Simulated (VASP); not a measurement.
# GaN (P6_3mc) in VASP: relaxation of cell and atoms with r2SCAN

Aim: the relaxation of cell and atoms of GaN with r2SCAN.

All numbers are computed with VASP 6.6.1; they aren't measurements. Logs are shortened: lines on timing, memory, paths and dates and some standing lists are left out, and cuts for length are marked.

**1. The cell of the first run**

It takes space group P6_3mc (No. 186, hexagonal). The conventional cell has a = 3.190 Å, b = 3.190 Å, c = 5.189 Å, α = 90.00°, β = 90.00°, γ = 120.00°. Within 2.6 Å of Ga (site symmetry 3m) lie 4 N at 1.95 to 1.96 Å. N (site symmetry 3m) has 4 Ga at 1.95 to 1.96 Å within 2.6 Å.

**2. Relaxation of cell and atoms, r2SCAN**

Input file POSCAR:

```
GaN
1.0
    3.1900000000      0.0000000000      0.0000000000
   -1.5950000000      2.7626210381      0.0000000000
    0.0000000000      0.0000000000      5.1890000000
Ga N
2 2
Direct
    0.3333333333      0.6666666667      0.0000000000
    0.6666666667      0.3333333333      0.5000000000
    0.3333333333      0.6666666667      0.3768000000
    0.6666666667      0.3333333333      0.8768000000
```

Input file INCAR.step1:

```
SYSTEM = GaN
PREC     = Accurate       ! precision mode
ENCUT    = 600            ! plane-wave cutoff, eV
ISMEAR   = 0              ! smearing method
SIGMA    = 0.01           ! smearing width, eV
LREAL    = .FALSE.        ! projectors in reciprocal space
LASPH    = .TRUE.         ! aspherical terms in the spheres
NELM     = 100            ! most SCF steps
GGA      = PE             ! functional
ALGO     = Normal         ! electronic algorithm
EDIFF    = 1E-4           ! SCF threshold, eV
LWAVE    = .TRUE.         ! write WAVECAR
LCHARG   = .FALSE.        ! write CHGCAR
```

Input file INCAR.step2:

```
SYSTEM = GaN
PREC     = Accurate       ! precision mode
ENCUT    = 600            ! plane-wave cutoff, eV
EDIFF    = 1E-7           ! SCF threshold, eV
ISMEAR   = 0              ! smearing method
SIGMA    = 0.01           ! smearing width, eV
LREAL    = .FALSE.        ! projectors in reciprocal space
LASPH    = .TRUE.         ! aspherical terms in the spheres
NELM     = 100            ! most SCF steps
ALGO     = Normal         ! electronic algorithm
ISIF     = 3              ! what is computed and relaxed
LWAVE    = .FALSE.        ! write WAVECAR
LCHARG   = .FALSE.        ! write CHGCAR
METAGGA  = R2SCAN         ! meta-GGA
LMIXTAU  = .TRUE.       
IBRION   = 2              ! ionic algorithm
NSW      = 80             ! ionic steps
EDIFFG   = -0.002         ! ionic threshold
ISTART   = 1
```

Input file KPOINTS:

```
Automatic mesh
0
G
  8 8 5
  0 0 0
```

Potentials or basis: VASP PAW PBE potentials, release 64 (Ga_d, N).

Command:

```console
cat potpaw_PBE.64/Ga_d/POTCAR potpaw_PBE.64/N/POTCAR > POTCAR
cp INCAR.step1 INCAR
mpirun -np 1 vasp_std > vasp.out
cp INCAR.step2 INCAR
mpirun -np 1 vasp_std > vasp.out
```

OUTCAR:

```text
SYSTEM = GaN
   PREC = Accurate
   ENCUT = 600
   EDIFF = 1E-7
   ISMEAR = 0
   LREAL = .FALSE.
   LASPH = .TRUE.
   NELM = 100
   ISIF = 3
   METAGGA = R2SCAN
   IBRION = 2
   NSW = 80
   EDIFFG = -0.002
   ISTART = 1

 ion  position               nearest neighbor table
   1  0.333  0.667  0.000-   4 1.95   4 1.95   4 1.95   3 1.96
   2  0.667  0.333  0.500-   3 1.95   3 1.95   3 1.95   4 1.96
   3  0.333  0.667  0.377-   2 1.95   2 1.95   2 1.95   1 1.96
   4  0.667  0.333  0.877-   1 1.95   1 1.95   1 1.95   2 1.96

  LATTYP: Found a hexagonal cell.
 ALAT       =     3.1900000000
 C/A-ratio  =     1.6266457680

  Lattice vectors:

 A1 = (   3.1900000000,   0.0000000000,   0.0000000000)
 A2 = (  -1.5950000000,   2.7626210381,   0.0000000000)
 A3 = (   0.0000000000,   0.0000000000,   5.1890000000)

Analysis of symmetry for initial positions (statically):
=====================================================================
 Subroutine PRICEL returns:
 Original cell was already a primitive cell.

 Routine SETGRP: Setting up the symmetry group for a
 hexagonal supercell.

 Subroutine GETGRP returns: Found 12 space group operations
 (whereof  6 operations were pure point group operations)
 out of a pool of 24 trial point group operations.

The static configuration has the point symmetry C_3v.
 The point group associated with its full space group is C_6v.

Analysis of symmetry for dynamics (positions and initial velocities):
=====================================================================
 Subroutine PRICEL returns:
 Original cell was already a primitive cell.

 Routine SETGRP: Setting up the symmetry group for a
 hexagonal supercell.

 Subroutine GETGRP returns: Found 12 space group operations
 (whereof  6 operations were pure point group operations)
 out of a pool of 24 trial point group operations.

The dynamic configuration has the point symmetry C_3v.
 The point group associated with its full space group is C_6v.

 Subroutine INISYM returns: Found 12 space group operations
 (whereof  6 operations are pure point group operations),
 and found     1 'primitive' translations

----------------------------------------------------------------------------------------

                                     Primitive cell

  volume of cell :      45.7294

  direct lattice vectors                    reciprocal lattice vectors
     3.190000000  0.000000000  0.000000000     0.313479624  0.180987545  0.000000000
    -1.595000000  2.762621038  0.000000000     0.000000000  0.361975090  0.000000000
     0.000000000  0.000000000  5.189000000     0.000000000  0.000000000  0.192715359

  length of vectors
     3.190000000  3.190000000  5.189000000     0.361975090  0.361975090  0.192715359

  position of ions in fractional coordinates (direct lattice)
     0.333333333  0.666666667  0.000000000
     0.666666667  0.333333333  0.500000000
     0.333333333  0.666666667  0.376800000
     0.666666667  0.333333333  0.876800000

  ion indices of the primitive-cell ions
   primitive index   ion index
                 1           1
                 2           2
                 3           3
                 4           4

----------------------------------------------------------------------------------------

 KPOINTS: Automatic mesh

Automatic generation of k-mesh.
 Grid dimensions read from file:
 generate k-points for:    8    8    5

 Generating k-lattice:

  Cartesian coordinates                     Fractional coordinates (reciprocal lattice)
     0.039184953  0.022623443  0.000000000     0.125000000  0.000000000  0.000000000
     0.000000000  0.045246886  0.000000000     0.000000000  0.125000000  0.000000000
     0.000000000  0.000000000  0.038543072     0.000000000  0.000000000  0.200000000

  Length of vectors
     0.045246886  0.045246886  0.038543072

  Shift w.r.t. Gamma in fractional coordinates (k-lattice)
     0.000000000  0.000000000  0.000000000

 Subroutine IBZKPT returns following result:
 ===========================================

 Found     30 irreducible k-points:

 Following reciprocal coordinates:
            Coordinates               Weight
  0.000000  0.000000  0.000000      1.000000
  0.125000  0.000000  0.000000      6.000000
  0.250000  0.000000  0.000000      6.000000
  0.375000  0.000000  0.000000      6.000000
  0.500000  0.000000  0.000000      3.000000
  0.125000  0.125000  0.000000      6.000000
[... 16 lines left out ...]
  0.250000  0.000000  0.400000     12.000000
  0.375000  0.000000  0.400000     12.000000
 [... further k-points ...]
   k-points           NKPTS =     30   k-points in BZ     NKDIM =     30   number of bands    NBANDS=     22
   number of dos      NEDOS =    301   number of ions     NIONS =      4
   total plane-waves  NPLWV =  32928
   dimension x,y,z NGX =    28 NGY =   28 NGZ =   42
   dimension x,y,z NGXF=    56 NGYF=   56 NGZF=   84
   ions per type =               2   2
   NGX,Y,Z   is equivalent  to a cutoff of  14.59, 14.59, 13.46 a.u.
   NGXF,Y,Z  is equivalent  to a cutoff of  29.18, 29.18, 26.91 a.u.
 SYSTEM =  GaN
   PREC   = accura    normal or accurate (medium, high low for compatibility)
   ISTART =      1    job   : 0-new  1-cont  2-samecut
   ICHARG =      0    charge: 1-file 2-atom 10-const
   ISPIN  =      1    spin polarized calculation?
   LNONCOLLINEAR =      F non collinear calculations
   LSORBIT =      F    spin-orbit coupling
   LASPH  =      T    aspherical Exc in radial PAW
   ENCUT  =  600.0 eV  44.10 Ry    6.64 a.u.   6.37  6.37 10.36*2*pi/ulx,y,z
   NELM   =    100;   NELMIN=  2; NELMDL=  0     # of ELM steps
   EDIFF  = 0.1E-06   stopping-criterion for ELM
   LREAL  =      F    real-space projection
   EDIFFG = -.2E-02   stopping-criterion for IOM
   NSW    =     80    number of steps for IOM
   IBRION =      2    ionic relax: 0-MD 1-quasi-New 2-CG
   NFREE  =      1    steps in history (QN), initial steepest desc. (CG)
   ISIF   =      3    stress and relaxation
   ISYM   =      2    0-nonsym 1-usesym 2-fastsym
   POTIM  = 0.5000    time-step for ionic-motion
   TEBEG  =    0.0;   TEEND  =   0.0 temperature during run
   PSTRESS=    0.0 pullay stress
   NELECT =      36.0000    total number of electrons
   NUPDOWN=      -1.0000    fix difference up-down
   EMIN   =  10.00;   EMAX   =-10.00  energy-range for DOS
   EFERMI =   0.00;   METHOD = LEGACY
   ISMEAR =     0;   SIGMA  =   0.01  broadening in eV -4-tet -1-fermi 0-gaus
   EFERMI_NEDOS =   21; number of points for ismear=-14 and -15
   IALGO  =     38    algorithm
   IMIX   =      4    mixing-type and parameters
     AMIX     =   0.40;   BMIX     =  1.00
     AMIX_MAG =   1.60;   BMIX_MAG =  1.00
  volume/ion in A,a.u.               =      11.43        77.15
  Fermi-wavevector in a.u.,A,eV,Ry     =   1.511624  2.856555 31.089409  2.285007
  Thomas-Fermi vector in A             =   2.621656
   LORBIT       =      0    0 simple, 1 ext, 2 COOP (PROOUT), +10 PAW based schemes
   METAGGA = R2SCAN    functional components
   LHFCALC =     F    Hartree Fock is set to
   AEXX    =    0.0000 exact exchange contribution
   IVDW    =     0    specifies the selected vdW correction
   LEPSILON=     F    determine dielectric tensor
   LRPA    =     F    only Hartree local field effects (RPA)
 conjugate gradient relaxation of ions
 non-spin polarized calculation
 Gauss-broadening in eV      SIGMA  =   0.01
  energy-cutoff  :      600.00
  volume of cell :       45.73
 maximum number of plane-waves:      1550
 NGX is ok and might be reduce to    28
   NGX = 13   NGY = 13   NGZ = 21

--------------------------------------- Ionic step        1  -------------------------------------------

 number of electron      35.9999996 magnetization

 Free energy of the ion-electron system (eV)
  ---------------------------------------------------
  ext. energy  EPLUGINS =         0.00000000
  ---------------------------------------------------
  free energy    TOTEN  =       -43.82307015 eV

  energy without entropy =      -43.82307015  energy(sigma->0) =      -43.82307015

------------------------ aborting loop because EDIFF is reached ----------------------------------------

  FORCE on cell =-STRESS in cart. coord.  units (eV):
  Direction    XX          YY          ZZ          XY          YZ          ZX
  --------------------------------------------------------------------------------------
  -------------------------------------------------------------------------------------
  Total       -0.0345129     -0.0345129      0.1031627      0.0000000      0.0000000      0.0000000
  in kB       -1.2091962     -1.2091962      3.6144121      0.0000000      0.0000000      0.0000000
  external PRESSURE =       0.3986732 kB  Pullay stress =       0.0000000 kB
[... 251 lines left out ...]
  energy  without entropy=      -43.8231257438  energy(sigma->0) =      -43.82312574

--------------------------------------- Ionic step        8  -------------------------------------------

 number of electron      35.9999996 magnetization

 Free energy of the ion-electron system (eV)
  ---------------------------------------------------
  ext. energy  EPLUGINS =         0.00000000
  ---------------------------------------------------
  free energy    TOTEN  =       -43.82312598 eV

  energy without entropy =      -43.82312598  energy(sigma->0) =      -43.82312598

 E-fermi :   5.1568     XC(G=0): -12.6306

 val. band max:        5.0411181991   @ k =   0.0000   0.0000   0.0000
 cond. band min:       7.3464922995   @ k =   0.0000   0.0000   0.0000
 fundamental gap:      2.3053741003
 Fermi energy:         5.1567522803

 k-point     1 :       0.0000    0.0000    0.0000
  band No.  band energies     occupation
      1     -11.7234      2.00000
      2     -10.7344      2.00000
      3      -8.7843      2.00000
      4      -8.7693      2.00000
      5      -8.7693      2.00000
      6      -8.7021      2.00000
[... 574 lines left out ...]
      6      -8.5772      2.00000
[... 14 lines left out ...]
     21      13.1884      0.00000
     22      13.7147      0.00000

 [... further k-points ...]

------------------------ aborting loop because EDIFF is reached ----------------------------------------

  FORCE on cell =-STRESS in cart. coord.  units (eV):
  Direction    XX          YY          ZZ          XY          YZ          ZX
  --------------------------------------------------------------------------------------
  -------------------------------------------------------------------------------------
  Total       -0.0003093     -0.0003093      0.0049722      0.0000000      0.0000000      0.0000000
  in kB       -0.0108334     -0.0108334      0.1741745      0.0000000      0.0000000      0.0000000
  external PRESSURE =       0.0508359 kB  Pullay stress =       0.0000000 kB
[... 19 lines left out ...]
  FREE ENERGIE OF THE ION-ELECTRON SYSTEM (eV)
  ---------------------------------------------------
  free  energy   TOTEN  =       -43.8231259794 eV

  energy  without entropy=      -43.8231259794  energy(sigma->0) =      -43.82312598

 reached required accuracy - stopping structural energy minimisation
```

It took 22 min on 1 thread of Intel Xeon 8259CL, shared host; peak memory 0.22 GiB.

Results:

* Free energy: -43.8231 eV
* Relaxed volume: 11.43 Å³/atom
* Relaxed cell: a = 3.189 Å, b = 3.189 Å, c = 5.193 Å, α = 90.00°, β = 90.00°, γ = 120.00°
* Space group after relaxing (to 0.1 Å): P6_3mc (No. 186)
* Energy gained by relaxing: 0.0 meV/atom
* Ionic steps: 8
* Pressure after relaxing: 0.0 GPa
* Band gap on the k mesh: 2.31 eV

Final structure:
```
Ga N
1.0
     3.18892    0.00000    0.00000
    -1.59446    2.76169    0.00000
     0.00000    0.00000    5.19346
Ga N
2 2
Direct
  0.33333 0.66667 0.99998
  0.66667 0.33333 0.49998
  0.33333 0.66667 0.37682
  0.66667 0.33333 0.87682
```

Caveat: the PAW data sets were made with another functional, which shifts forces and pressure a little.
